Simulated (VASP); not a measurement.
# Hf (Fm-3m) in VASP: notebook, part 2 of 2

VASP 6.6.1. The steps go on from the part before.

## (6) Single point, PBE

This run uses another cell than the first one, of 22.56 Å³/atom, 0.995 times its volume.

INCAR reads:

```
SYSTEM = Hf
ALGO = Fast
EDIFF = 1E-6
ENCUT = 520
GGA = PE
ISIF = 2
ISMEAR = 0
LASPH = .True.
LCHARG = .False.
LREAL = .False.
LWAVE = .False.
NBANDS = 11
NELM = 60
PREC = Accurate
SIGMA = 0.1
```

KPOINTS reads:

```
k-points
0
Gamma
  16 16 16
  0 0 0
```

POSCAR reads:

```
Hf
1.0
    0.0000000000      2.2425998485      2.2425998485
    2.2425998485      0.0000000000      2.2425998485
    2.2425998485      2.2425998485      0.0000000000
Hf
1
Direct
    0.0000000000      0.0000000000      0.0000000000
```

Potentials or basis: VASP PAW PBE potentials, release 64 (Hf_pv).

Launch:

```
cat potpaw_PBE.64/Hf_pv/POTCAR > POTCAR
mpirun -np 1 vasp_std > vasp.out
```

OUTCAR:

```text
SYSTEM = Hf
   EDIFF = 1E-6
   ENCUT = 520
   GGA = PE
   ISIF = 2
   ISMEAR = 0
   LASPH = .True.
   LREAL = .False.
   NELM = 60
   PREC = Accurate

 ion  position               nearest neighbor table
   1  0.000  0.000  0.000-

  LATTYP: Found a face centered cubic cell.
 ALAT       =     4.4851996970

  Lattice vectors:

 A1 = (   0.0000000000,   2.2425998485,   2.2425998485)
 A2 = (   2.2425998485,   0.0000000000,   2.2425998485)
 A3 = (   2.2425998485,   2.2425998485,   0.0000000000)

Analysis of symmetry for initial positions (statically):
=====================================================================
 Subroutine PRICEL returns:
 Original cell was already a primitive cell.

 Routine SETGRP: Setting up the symmetry group for a
 face centered cubic supercell.

 Subroutine GETGRP returns: Found 48 space group operations
 (whereof 48 operations were pure point group operations)
 out of a pool of 48 trial point group operations.

The static configuration has the point symmetry O_h .

Analysis of symmetry for dynamics (positions and initial velocities):
=====================================================================
 Subroutine PRICEL returns:
 Original cell was already a primitive cell.

 Routine SETGRP: Setting up the symmetry group for a
 face centered cubic supercell.

 Subroutine GETGRP returns: Found 48 space group operations
 (whereof 48 operations were pure point group operations)
 out of a pool of 48 trial point group operations.

The dynamic configuration has the point symmetry O_h .

 Subroutine INISYM returns: Found 48 space group operations
 (whereof 48 operations are pure point group operations),
 and found     1 'primitive' translations

----------------------------------------------------------------------------------------

                                     Primitive cell

  volume of cell :      22.5572

  direct lattice vectors                    reciprocal lattice vectors
     0.000000000  2.242599848  2.242599848    -0.222955513  0.222955513  0.222955513
     2.242599848  0.000000000  2.242599848     0.222955513 -0.222955513  0.222955513
     2.242599848  2.242599848  0.000000000     0.222955513  0.222955513 -0.222955513

  length of vectors
     3.171515121  3.171515121  3.171515121     0.386170277  0.386170277  0.386170277

  position of ions in fractional coordinates (direct lattice)
     0.000000000  0.000000000  0.000000000

  ion indices of the primitive-cell ions
   primitive index   ion index
                 1           1

----------------------------------------------------------------------------------------

 KPOINTS: k-points

Automatic generation of k-mesh.
 Grid dimensions read from file:
 generate k-points for:   16   16   16

 Generating k-lattice:

  Cartesian coordinates                     Fractional coordinates (reciprocal lattice)
    -0.013934720  0.013934720  0.013934720     0.062500000  0.000000000  0.000000000
     0.013934720 -0.013934720  0.013934720     0.000000000  0.062500000  0.000000000
     0.013934720  0.013934720 -0.013934720     0.000000000  0.000000000  0.062500000

  Length of vectors
     0.024135642  0.024135642  0.024135642

  Shift w.r.t. Gamma in fractional coordinates (k-lattice)
     0.000000000  0.000000000  0.000000000

 Subroutine IBZKPT returns following result:
 ===========================================

 Found    145 irreducible k-points:

 Following reciprocal coordinates:
            Coordinates               Weight
  0.000000  0.000000  0.000000      1.000000
  0.062500  0.000000  0.000000      8.000000
  0.125000  0.000000  0.000000      8.000000
  0.187500  0.000000  0.000000      8.000000
  0.250000  0.000000  0.000000      8.000000
  0.312500  0.000000  0.000000      8.000000
[... 16 lines left out ...]
 -0.125000  0.062500  0.000000     24.000000
 -0.062500  0.062500  0.000000     12.000000
 [... further k-points ...]
   k-points           NKPTS =    145   k-points in BZ     NKDIM =    145   number of bands    NBANDS=     11
   number of dos      NEDOS =    301   number of ions     NIONS =      1
   total plane-waves  NPLWV =  13824
   dimension x,y,z NGX =    24 NGY =   24 NGZ =   24
   dimension x,y,z NGXF=    48 NGYF=   48 NGZF=   48
   ions per type =               1
   NGX,Y,Z   is equivalent  to a cutoff of  12.58, 12.58, 12.58 a.u.
   NGXF,Y,Z  is equivalent  to a cutoff of  25.16, 25.16, 25.16 a.u.
 SYSTEM =  Hf
   PREC   = accura    normal or accurate (medium, high low for compatibility)
   ISTART =      0    job   : 0-new  1-cont  2-samecut
   ICHARG =      2    charge: 1-file 2-atom 10-const
   ISPIN  =      1    spin polarized calculation?
   LNONCOLLINEAR =      F non collinear calculations
   LSORBIT =      F    spin-orbit coupling
   LASPH  =      T    aspherical Exc in radial PAW
   ENCUT  =  520.0 eV  38.22 Ry    6.18 a.u.   5.90  5.90  5.90*2*pi/ulx,y,z
   NELM   =     60;   NELMIN=  2; NELMDL= -5     # of ELM steps
   EDIFF  = 0.1E-05   stopping-criterion for ELM
   LREAL  =      F    real-space projection
   EDIFFG = 0.1E-04   stopping-criterion for IOM
   NSW    =      0    number of steps for IOM
   IBRION =     -1    ionic relax: 0-MD 1-quasi-New 2-CG
   NFREE  =      0    steps in history (QN), initial steepest desc. (CG)
   ISIF   =      2    stress and relaxation
   ISYM   =      2    0-nonsym 1-usesym 2-fastsym
   POTIM  = 0.5000    time-step for ionic-motion
   TEBEG  =    0.0;   TEEND  =   0.0 temperature during run
   PSTRESS=    0.0 pullay stress
   NELECT =      10.0000    total number of electrons
   NUPDOWN=      -1.0000    fix difference up-down
   EMIN   =  10.00;   EMAX   =-10.00  energy-range for DOS
   EFERMI =   0.00;   METHOD = LEGACY
   ISMEAR =     0;   SIGMA  =   0.10  broadening in eV -4-tet -1-fermi 0-gaus
   EFERMI_NEDOS =   21; number of points for ismear=-14 and -15
   IALGO  =     68    algorithm
   IMIX   =      4    mixing-type and parameters
     AMIX     =   0.40;   BMIX     =  1.00
     AMIX_MAG =   1.60;   BMIX_MAG =  1.00
  volume/ion in A,a.u.               =      22.56       152.22
  Fermi-wavevector in a.u.,A,eV,Ry     =   1.248283  2.358913 21.200739  1.558210
  Thomas-Fermi vector in A             =   2.382377
   LORBIT       =      0    0 simple, 1 ext, 2 COOP (PROOUT), +10 PAW based schemes
   GGA     = PE    functional components
   LHFCALC =     F    Hartree Fock is set to
   AEXX    =    0.0000 exact exchange contribution
   IVDW    =     0    specifies the selected vdW correction
   LEPSILON=     F    determine dielectric tensor
   LRPA    =     F    only Hartree local field effects (RPA)
 non-spin polarized calculation
 RMM-DIIS sequential band-by-band and
 Gauss-broadening in eV      SIGMA  =   0.10
  energy-cutoff  :      520.00
  volume of cell :       22.56
 maximum number of plane-waves:       620
   NGX = 11   NGY = 11   NGZ = 11

 number of electron      10.0000000 magnetization

 number of electron       9.9999999 magnetization

 Free energy of the ion-electron system (eV)
  ---------------------------------------------------
  ext. energy  EPLUGINS =         0.00000000
  ---------------------------------------------------
  free energy    TOTEN  =        -9.85495838 eV

  energy without entropy =       -9.84538503  energy(sigma->0) =       -9.85017170

 E-fermi :   4.6806     XC(G=0): -11.2484

 val. band max:        4.6681395315   @ k =  -0.3125   0.3125   0.0625
 cond. band min:       4.6857842853   @ k =  -0.3125   0.3750   0.1250
 fundamental gap:      0.0176447538
 Fermi energy:         4.6805991449

 k-point     1 :       0.0000    0.0000    0.0000
  band No.  band energies     occupation
      1     -25.3623      2.00000
      2     -25.3623      2.00000
      3     -25.3623      2.00000
      4      -2.4987      2.00000
      5       6.0829      0.00000
      6       6.0829      0.00000
      7       6.0829      0.00000
      8       8.8436      0.00000
      9       8.8436      0.00000
     10      15.9700      0.00000
     11      17.7207      0.00000
[... 309 lines left out ...]
 k-point    24 :      -0.0625    0.0625    0.0000
  band No.  band energies     occupation
      1     -25.4391      2.00000
      2     -25.3846      2.00000
      3     -25.3678      2.00000
      4      -2.1417      2.00000
      5       5.7227      0.00000
      6       6.2485      0.00000
      7       6.2620      0.00000
      8       8.5059      0.00000
      9       8.8326      0.00000
     10      16.7509      0.00000
     11      18.9662      0.00000

 [... further k-points ...]

------------------------ aborting loop because EDIFF is reached ----------------------------------------

  FORCE on cell =-STRESS in cart. coord.  units (eV):
  Direction    XX          YY          ZZ          XY          YZ          ZX
  --------------------------------------------------------------------------------------
  -------------------------------------------------------------------------------------
  Total       -0.0631385     -0.0631385     -0.0631385      0.0000000      0.0000000      0.0000000
  in kB       -4.4845595     -4.4845595     -4.4845595      0.0000000      0.0000000      0.0000000
  external PRESSURE =      -4.4845595 kB  Pullay stress =       0.0000000 kB

 VOLUME and BASIS-vectors are now :
 -----------------------------------------------------------------------------
  energy-cutoff  :      520.00
  volume of cell :       22.56
      direct lattice vectors                 reciprocal lattice vectors
     0.000000000  2.242599848  2.242599848    -0.222955513  0.222955513  0.222955513
     2.242599848  0.000000000  2.242599848     0.222955513 -0.222955513  0.222955513
     2.242599848  2.242599848  0.000000000     0.222955513  0.222955513 -0.222955513

 POSITION                                       TOTAL-FORCE (eV/Angst)
 -----------------------------------------------------------------------------------
      0.00000      0.00000      0.00000         0.000000      0.000000      0.000000
 -----------------------------------------------------------------------------------
    total drift:                                0.000000      0.000000     -0.000000

  FREE ENERGIE OF THE ION-ELECTRON SYSTEM (eV)
  ---------------------------------------------------
  free  energy   TOTEN  =        -9.8549583805 eV

  energy  without entropy=       -9.8453850255  energy(sigma->0) =       -9.85017170
```

stdout:

```text
POSCAR found type information on POSCAR Hf
 POSCAR found :  1 types and       1 ions
 scaLAPACK will be used
 LDA part: xc-table for (Slater+PW92), standard interpolation
 POSCAR, INCAR and KPOINTS ok, starting setup
 FFT: planning ... GRIDC
 FFT: planning ... GRID_SOFT
 FFT: planning ... GRID
 WAVECAR not read
 entering main loop
```

Run time: 15 s. Hardware: 1 thread of Intel Xeon Platinum 8488C (Sapphire Rapids), shared host; peak memory 0.16 GiB.

Results:

| Property | Result |
| --- | --- |
| Free energy | -9.8550 eV |
| Pressure | -0.4 GPa |
| Band gap on the k mesh | zero (band 5 reaches 6.08 eV, above the bottom of band 6 at 4.29 eV) |

Levels at points of the mesh, in eV from the Fermi level:
```tsv
k point	band 1	band 2	band 3	band 4	band 5	band 6	band 7	band 8	band 9	band 10
(0.00, 0.00, 0.00)	-30.04	-30.04	-30.04	-7.18	1.40	1.40	1.40	4.16	4.16	11.29
(0.50, 0.00, 0.00)	-30.83	-30.15	-30.15	-3.61	0.56	1.19	1.19	6.25	6.25	9.28
(0.50, 0.50, 0.00)	-30.78	-30.33	-30.33	-3.21	-2.09	2.48	6.26	6.87	6.87	9.84
```

Caveat: spin-orbit coupling is left out, which moves the levels of the heavy elements.

## (7) The runs side by side

| task | cell | k mesh | cutoff (eV) | gap on the mesh (eV) | pressure (GPa) |
| --- | --- | --- | --- | --- | --- |
| single point | a = 3.177 Å, angles 60.0°, 1 atom | 8 × 8 × 8 | 520 | none | -0.8 |
| single point | a = 3.172 Å, angles 60.0°, 1 atom | 16 × 16 × 16 | 520 | none | -0.4 |
| relaxation of cell and atoms | relaxed from a = 3.177 Å, angles 60.0°, 1 atom | 16 × 16 × 16 | 600 | none | 0.0 |

Alike in all rows: level PBE; potentials or basis VASP PAW PBE potentials, release 64 (Hf_pv); no spin polarisation; smearing gaussian 0.1 eV.

Caveats: spin-orbit coupling is left out, which moves the levels of the heavy elements.

Absolute energies hang on the potentials; compare differences alone.
